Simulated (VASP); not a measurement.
# Bi2Te3 (R-3m) in VASP: notebook

Bi2Te3 is run at these levels: PBE+D3(BJ); tasks: relaxation of shape and atoms at fixed volume.

All numbers are computed with VASP 6.6.1; they aren't measurements. Logs are shortened: lines on timing, memory, paths and dates and some standing lists are left out, and cuts for length are marked.

## Step 1: The cell of the first run

The structure is trigonal, space group R-3m (No. 166). The conventional cell has a = 4.297 Å, b = 4.297 Å, c = 29.658 Å, α = 90.00°, β = 90.00°, γ = 120.00°. Within 4.0 Å of Bi (site symmetry 3m) lie 6 Te at 3.01 to 3.17 Å. Within 4.5 Å of Te (site symmetry -3m) lie 6 Bi at 3.17 Å and 12 Te at 4.30 to 4.44 Å. Te (site symmetry 3m) has 3 Bi at 3.01 Å and 3 Te at 3.54 Å within 4.0 Å.

## Step 2: Relaxation of shape and atoms at fixed volume, PBE+D3(BJ) (31.61 Å³/atom)

The input, INCAR:

```
SYSTEM = Bi2Te3
PREC = Accurate
ENCUT = 600
EDIFF = 1E-7
ISMEAR = 0
SIGMA = 0.03
LREAL = .False.
LASPH = .True.
NELM = 80
ALGO = Fast
ISIF = 4
LWAVE = .False.
LCHARG = .False.
GGA = PE
IVDW = 12
IBRION = 2
NSW = 40
EDIFFG = -0.01
```

The input, KPOINTS:

```
regular mesh
0
Gamma
  7 7 7
  0 0 0
```

The input, POSCAR:

```
Bi2Te3                                  
1.0
    2.1482984584      1.2403206932      9.8859127080
   -2.1482984584      1.2403206932      9.8859127080
    0.0000000000     -2.4806413866      9.8859127080
  Bi              Te            
     2     3
Direct
     0.4001245877623609    0.4001245877623609    0.4001245877623609
     0.5998754122376390    0.5998754122376390    0.5998754122376390
     0.0000000000000000    0.0000000000000000    0.0000000000000000
     0.2092503255772209    0.2092503255772209    0.2092503255772209
     0.7907496744227791    0.7907496744227791    0.7907496744227791
```

Potentials or basis: VASP PAW PBE potentials, release 64 (Bi_d, Te).

The run is started by

```bash
$ cat potpaw_PBE.64/Bi_d/POTCAR potpaw_PBE.64/Te/POTCAR > POTCAR
$ mpirun -np 1 vasp_std > vasp.out
```

OUTCAR:

```text
SYSTEM = Bi2Te3
   PREC = Accurate
   ENCUT = 600
   EDIFF = 1E-7
   ISMEAR = 0
   LREAL = .False.
   LASPH = .True.
   NELM = 80
   ISIF = 4
   GGA = PE
   IVDW = 12
   IBRION = 2
   NSW = 40
   EDIFFG = -0.01
 IVDW          = 12

 ion  position               nearest neighbor table
   1  0.400  0.400  0.400-   5 3.01   5 3.01   5 3.01   3 3.17   3 3.17   3 3.17
   2  0.600  0.600  0.600-   4 3.01   4 3.01   4 3.01   3 3.17   3 3.17   3 3.17
   3  0.000  0.000  0.000-   2 3.17   1 3.17   2 3.17   2 3.17   1 3.17   1 3.17
   4  0.209  0.209  0.209-   2 3.01   2 3.01   2 3.01   5 3.54   5 3.54   5 3.54
   5  0.791  0.791  0.791-   1 3.01   1 3.01   1 3.01   4 3.54   4 3.54   4 3.54

  LATTYP: Found a trigonal (rhomboedric) cell.
 ALAT       =    10.1923918566
 COS(alpha) =     0.9111480415

  Lattice vectors:

 A1 = (   2.1482984584,   1.2403206932,   9.8859127080)
 A2 = (  -2.1482984584,   1.2403206932,   9.8859127080)
 A3 = (   0.0000000000,  -2.4806413866,   9.8859127080)

Analysis of symmetry for initial positions (statically):
=====================================================================
 Subroutine PRICEL returns:
 Original cell was already a primitive cell.

 Routine SETGRP: Setting up the symmetry group for a
 trigonal (rhombohedral) supercell.

 Subroutine GETGRP returns: Found 12 space group operations
 (whereof 12 operations were pure point group operations)
 out of a pool of 12 trial point group operations.

The static configuration has the point symmetry D_3d.

Analysis of symmetry for dynamics (positions and initial velocities):
=====================================================================
 Subroutine PRICEL returns:
 Original cell was already a primitive cell.

 Routine SETGRP: Setting up the symmetry group for a
 trigonal (rhombohedral) supercell.

 Subroutine GETGRP returns: Found 12 space group operations
 (whereof 12 operations were pure point group operations)
 out of a pool of 12 trial point group operations.

The dynamic configuration has the point symmetry D_3d.

 Subroutine INISYM returns: Found 12 space group operations
 (whereof 12 operations are pure point group operations),
 and found     1 'primitive' translations

----------------------------------------------------------------------------------------

                                     Primitive cell

  volume of cell :     158.0508

  direct lattice vectors                    reciprocal lattice vectors
     2.148298458  1.240320693  9.885912708     0.232742335  0.134373850  0.033718013
    -2.148298458  1.240320693  9.885912708    -0.232742335  0.134373850  0.033718013
     0.000000000 -2.480641387  9.885912708     0.000000000 -0.268747700  0.033718013

  length of vectors
    10.192391857 10.192391857 10.192391857     0.270854630  0.270854630  0.270854630

  position of ions in fractional coordinates (direct lattice)
     0.400124588  0.400124588  0.400124588
     0.599875412  0.599875412  0.599875412
     0.000000000  0.000000000  0.000000000
     0.209250326  0.209250326  0.209250326
     0.790749674  0.790749674  0.790749674

  ion indices of the primitive-cell ions
   primitive index   ion index
                 1           1
                 2           2
                 3           3
                 4           4
                 5           5

----------------------------------------------------------------------------------------

 KPOINTS: regular mesh

Automatic generation of k-mesh.
 Grid dimensions read from file:
 generate k-points for:    7    7    7

 Generating k-lattice:

  Cartesian coordinates                     Fractional coordinates (reciprocal lattice)
     0.033248905  0.019196264  0.004816859     0.142857143  0.000000000  0.000000000
    -0.033248905  0.019196264  0.004816859     0.000000000  0.142857143  0.000000000
     0.000000000 -0.038392529  0.004816859     0.000000000  0.000000000  0.142857143

  Length of vectors
     0.038693519  0.038693519  0.038693519

  Shift w.r.t. Gamma in fractional coordinates (k-lattice)
     0.000000000  0.000000000  0.000000000

 Subroutine IBZKPT returns following result:
 ===========================================

 Found     44 irreducible k-points:

 Following reciprocal coordinates:
            Coordinates               Weight
  0.000000  0.000000  0.000000      1.000000
  0.142857  0.000000 -0.000000      6.000000
  0.285714  0.000000  0.000000      6.000000
  0.428571  0.000000 -0.000000      6.000000
  0.142857  0.142857 -0.000000      6.000000
  0.285714  0.142857  0.000000     12.000000
[... 16 lines left out ...]
  0.285714  0.285714  0.142857      6.000000
  0.428571  0.285714  0.142857     12.000000
 [... further k-points ...]
   k-points           NKPTS =     44   k-points in BZ     NKDIM =     44   number of bands    NBANDS=     28
   number of dos      NEDOS =    301   number of ions     NIONS =      5
   total plane-waves  NPLWV = 592704
   dimension x,y,z NGX =    84 NGY =   84 NGZ =   84
   dimension x,y,z NGXF=   168 NGYF=  168 NGZF=  168
   ions per type =               2   3
   NGX,Y,Z   is equivalent  to a cutoff of  13.70, 13.70, 13.70 a.u.
   NGXF,Y,Z  is equivalent  to a cutoff of  27.40, 27.40, 27.40 a.u.
 SYSTEM =  Bi2Te3
   PREC   = accura    normal or accurate (medium, high low for compatibility)
   ISTART =      0    job   : 0-new  1-cont  2-samecut
   ICHARG =      2    charge: 1-file 2-atom 10-const
   ISPIN  =      1    spin polarized calculation?
   LNONCOLLINEAR =      F non collinear calculations
   LSORBIT =      F    spin-orbit coupling
   LASPH  =      T    aspherical Exc in radial PAW
   ENCUT  =  600.0 eV  44.10 Ry    6.64 a.u.  20.36 20.36 20.36*2*pi/ulx,y,z
   NELM   =     80;   NELMIN=  2; NELMDL= -5     # of ELM steps
   EDIFF  = 0.1E-06   stopping-criterion for ELM
   LREAL  =      F    real-space projection
   EDIFFG = -.1E-01   stopping-criterion for IOM
   NSW    =     40    number of steps for IOM
   IBRION =      2    ionic relax: 0-MD 1-quasi-New 2-CG
   NFREE  =      1    steps in history (QN), initial steepest desc. (CG)
   ISIF   =      4    stress and relaxation
   ISYM   =      2    0-nonsym 1-usesym 2-fastsym
   POTIM  = 0.5000    time-step for ionic-motion
   TEBEG  =    0.0;   TEEND  =   0.0 temperature during run
   PSTRESS=    0.0 pullay stress
   NELECT =      48.0000    total number of electrons
   NUPDOWN=      -1.0000    fix difference up-down
   EMIN   =  10.00;   EMAX   =-10.00  energy-range for DOS
   EFERMI =   0.00;   METHOD = LEGACY
   ISMEAR =     0;   SIGMA  =   0.03  broadening in eV -4-tet -1-fermi 0-gaus
   EFERMI_NEDOS =   21; number of points for ismear=-14 and -15
   IALGO  =     68    algorithm
   IMIX   =      4    mixing-type and parameters
     AMIX     =   0.40;   BMIX     =  1.00
     AMIX_MAG =   1.60;   BMIX_MAG =  1.00
  volume/ion in A,a.u.               =      31.61       213.32
  Fermi-wavevector in a.u.,A,eV,Ry     =   1.100415  2.079482 16.475464  1.210912
  Thomas-Fermi vector in A             =   2.236825
   LORBIT       =      0    0 simple, 1 ext, 2 COOP (PROOUT), +10 PAW based schemes
   GGA     = PE    functional components
   LHFCALC =     F    Hartree Fock is set to
   AEXX    =    0.0000 exact exchange contribution
   IVDW    =    12    specifies the selected vdW correction
   LEPSILON=     F    determine dielectric tensor
   LRPA    =     F    only Hartree local field effects (RPA)
 conjugate gradient relaxation of ions
 non-spin polarized calculation
 RMM-DIIS sequential band-by-band and
 Gauss-broadening in eV      SIGMA  =   0.03
  energy-cutoff  :      600.00
  volume of cell :      158.05
 maximum number of plane-waves:      5308
 NGX is ok and might be reduce to    84
   NGX = 41   NGY = 41   NGZ = 41

--------------------------------------- Ionic step        1  -------------------------------------------

 number of electron      48.0000000 magnetization

 Free energy of the ion-electron system (eV)
  ---------------------------------------------------
  ext. energy  EPLUGINS =         0.00000000
  ---------------------------------------------------
  free energy    TOTEN  =       -18.05728695 eV

  energy without entropy =      -18.05728695  energy(sigma->0) =      -18.05728695

------------------------ aborting loop because EDIFF is reached ----------------------------------------

 Edisp (eV)   -2.40476

 E8    (eV) :    -1.1415

  FORCE on cell =-STRESS in cart. coord.  units (eV):
  Direction    XX          YY          ZZ          XY          YZ          ZX
  --------------------------------------------------------------------------------------
  -------------------------------------------------------------------------------------
  Total       3.64309     3.64309     3.87989     0.00000    -0.00000     0.00000
  in kB      36.93044    36.93044    39.33084     0.00000    -0.00000     0.00000
  external pressure =       37.73 kB  Pullay stress =        0.00 kB
[... 239 lines left out ...]
  energy  without entropy=      -20.4895572510  energy(sigma->0) =      -20.48955725

--------------------------------------- Ionic step        7  -------------------------------------------

 number of electron      48.0000001 magnetization

 Free energy of the ion-electron system (eV)
  ---------------------------------------------------
  ext. energy  EPLUGINS =         0.00000000
  ---------------------------------------------------
  free energy    TOTEN  =       -18.08539547 eV

  energy without entropy =      -18.08539547  energy(sigma->0) =      -18.08539547

 E-fermi :   7.3363     XC(G=0):  -9.6564

 val. band max:        7.2219371541   @ k =   0.0000   0.0000   0.0000
 cond. band min:       7.4509699641   @ k =   0.0000   0.0000   0.0000
 fundamental gap:      0.2290328100
 Fermi energy:         7.3363383246

 k-point     1 :       0.0000    0.0000    0.0000
  band No.  band energies     occupation
      1     -16.1443      2.00000
      2     -16.1443      2.00000
      3     -16.1423      2.00000
      4     -16.1423      2.00000
      5     -16.1320      2.00000
      6     -16.1301      2.00000
[... 733 lines left out ...]
     27       9.0786      0.00000
     28       9.5563      0.00000

 [... further k-points ...]

------------------------ aborting loop because EDIFF is reached ----------------------------------------

 Edisp (eV)   -2.40453

 E8    (eV) :    -1.1413

  FORCE on cell =-STRESS in cart. coord.  units (eV):
  Direction    XX          YY          ZZ          XY          YZ          ZX
  --------------------------------------------------------------------------------------
  -------------------------------------------------------------------------------------
  Total       2.90119     2.90119     2.82706     0.00000    -0.00000    -0.00000
  in kB      29.40970    29.40970    28.65821     0.00000    -0.00000    -0.00000
  external pressure =       29.16 kB  Pullay stress =        0.00 kB
[... 20 lines left out ...]
  FREE ENERGIE OF THE ION-ELECTRON SYSTEM (eV)
  ---------------------------------------------------
  free  energy   TOTEN  =       -20.4899210981 eV

  energy  without entropy=      -20.4899210980  energy(sigma->0) =      -20.48992110

 reached required accuracy - stopping structural energy minimisation
```

Wall time 68 min (1 thread of Intel Xeon 6975P-C (Granite Rapids), shared host); peak memory 1.3 GiB.

What came out:

```
Free energy                : -20.4899 eV
Energy gained by relaxing  : 5.6 meV/atom
Ionic steps                : 7
Pressure after relaxing    : 2.9 GPa
Band gap on the k mesh     : 0.23 eV
Dispersion energy per atom : -0.481 eV
```

Forces on the atoms (eV/Å):
```
Bi   0.000  0.000 -0.003
Bi   0.000  0.000  0.003
Te   0.000  0.000  0.000
Te   0.000  0.000 -0.001
Te   0.000  0.000  0.001
```

Step by step:
| step | energy change (eV) | largest force (eV/Å) | pressure (GPa) |
| --- | --- | --- | --- |
| 1 | 0.0000 | 0.4224 | 3.77 |
| 2 | -0.0145 | 0.2270 | 3.44 |
| 3 | -0.0181 | 0.1740 | 3.18 |
| 4 | -0.0218 | 0.1327 | 3.12 |
| 5 | -0.0274 | 0.0145 | 2.94 |
| 6 | -0.0275 | 0.0091 | 2.92 |
| 7 | -0.0279 | 0.0029 | 2.92 |

Final structure:
```cif
data_structure
_symmetry_space_group_name_H-M 'P 1'
_symmetry_Int_Tables_number 1
_cell_length_a 10.1806
_cell_length_b 10.1806
_cell_length_c 10.1806
_cell_angle_alpha 24.380
_cell_angle_beta 24.380
_cell_angle_gamma 24.380
_cell_volume 158.05
loop_
_atom_site_label
_atom_site_type_symbol
_atom_site_fract_x
_atom_site_fract_y
_atom_site_fract_z
_atom_site_occupancy
Bi1 Bi 0.40092 0.40092 0.40092 1
Bi2 Bi 0.59908 0.59908 0.59908 1
Te1 Te 0.00000 0.00000 0.00000 1
Te2 Te 0.20672 0.20672 0.20672 1
Te3 Te 0.79328 0.79328 0.79328 1
```

Levels at points of the mesh, in eV from the valence-band top:
```
           k point  band 22  band 23  band 24  band 25  band 26  band 27
(0.00, 0.00, 0.00)    -1.02    -1.02     0.00     0.23     0.41     0.41
```

Caveat: spin-orbit coupling is left out, which moves the levels of the heavy elements; an odd mesh through Γ misses points on the zone boundary, where band edges can lie.

[end of part 1 of 2]
